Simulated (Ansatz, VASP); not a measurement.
## One calculation of Co, two programs

File INCAR:

```
PREC     = Accurate       # precision mode
ENCUT    = 520            # plane-wave cutoff, eV
EDIFF    = 1E-6           # SCF threshold, eV
ISMEAR   = 0              # smearing method
SIGMA    = 0.05           # smearing width, eV
LREAL    = F              # projectors in reciprocal space
LASPH    = T              # aspherical terms in the spheres
NELM     = 60             # most SCF steps
ALGO     = Normal         # electronic algorithm
ISIF     = 2              # what is computed and relaxed
LWAVE    = F              # write WAVECAR
LCHARG   = F              # write CHGCAR
GGA      = PE             # functional
NBANDS   = 16             # bands
```

KPOINTS

```
Automatic mesh
0
Gamma
  20 20 12
```

The input POSCAR:

```
Co
1.0
    2.4937131675      0.0000000000      0.0000000000
   -1.2468565838      2.1596189528      0.0000000000
    0.0000000000      0.0000000000      4.0300901878
Co
2
Direct
    0.3333333333      0.6666666667      0.2500000000
    0.6666666667      0.3333333333      0.7500000000
```

Input for Ansatz:

```yaml
crystal:
  lattice:
    - [2.4937131675, 0.0, 0.0]
    - [-1.2468565838, 2.1596189528, 0.0]
    - [0.0, 0.0, 4.0300901878]
  atoms:
    - { symbol: Co, position: [0.3333333333, 0.6666666667, 0.25] }
    - { symbol: Co, position: [0.6666666667, 0.3333333333, 0.75] }
basis:
  ecutwfc: 420
  ecutrho_ratio: 4
kpoints:
  mp_grid: { grid: [20, 20, 12] }
hamiltonian:
  xc: pbe
scf:
  occupations: { method: gaussian, width: 0.05 }
output:
  forces: true
  stress: true
  eigenvalues: true
```

Alike in both runs: task single point; functional PBE; k mesh 20 × 20 × 12; occupations gaussian, width 0.05 eV; no spin polarisation.

```csv
,VASP,Ansatz
version,VASP 6.6.1,Ansatz 0.2.0
potentials or method,"VASP PAW PBE potentials, release 64 (Co), cutoff 520 eV","scalar-relativistic, plane waves, PAW"
valence electrons in the cell,18,34
```

Ansatz gave:

| Property | Result |
| --- | --- |
| gap on the k mesh at the Fermi level (eV) | none |
| pressure (GPa) | -11.3 |
| traceless stress, the component that is largest in VASP (GPa) | -0.45 |

Task: Estimate VASP's values.

Result: gap on the k mesh at the Fermi level (eV): none; pressure (GPa): -11.8; traceless stress, the component that is largest in VASP (GPa): -0.49.

A gap of «none» marks a metal or a gap that the smearing closes. The functional is the same, so the differences come from potentials, cutoffs and numerics. VASP's potentials hold 18 valence electrons a cell and Ansatz's 34, so a difference there can come from the potentials and not from the codes.
